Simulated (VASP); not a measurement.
The system is Ni.

```
Ni
1.0
     2.44802    0.00000    0.00000
    -1.22401    2.12005    0.00000
     0.00000    0.00000    4.07281
Ni
2
Direct
  0.33333 0.66667 0.25000
  0.66667 0.33333 0.75000
```

This isn't the form of Ni at room conditions, which is fcc.

Program: VASP 6.6.1. Alike in all runs: task single point; spin collinear, ferromagnetic start; cell as given; k mesh 15 × 15 × 8; cutoff (eV) 520; smearing fermi-dirac 0.1 eV.

Question: Order these runs on this cell by their pressure, lowest first.
A. level PBEsol; potentials or basis VASP PAW PBE potentials, release 64 (Ni)
B. level BLYP; potentials or basis VASP PAW PBE potentials, release 64 (Ni)
C. level LDA; potentials or basis VASP PAW LDA potentials, release 64 (Ni)

Answer: C (-10.6 GPa), A (-2.9 GPa), B (17.5 GPa).

Caveats: the PAW data sets were made with another functional, which shifts forces and pressure a little (at least some runs); the cell stands under pressure (at least some runs); the cell stands under tension (at least some runs).
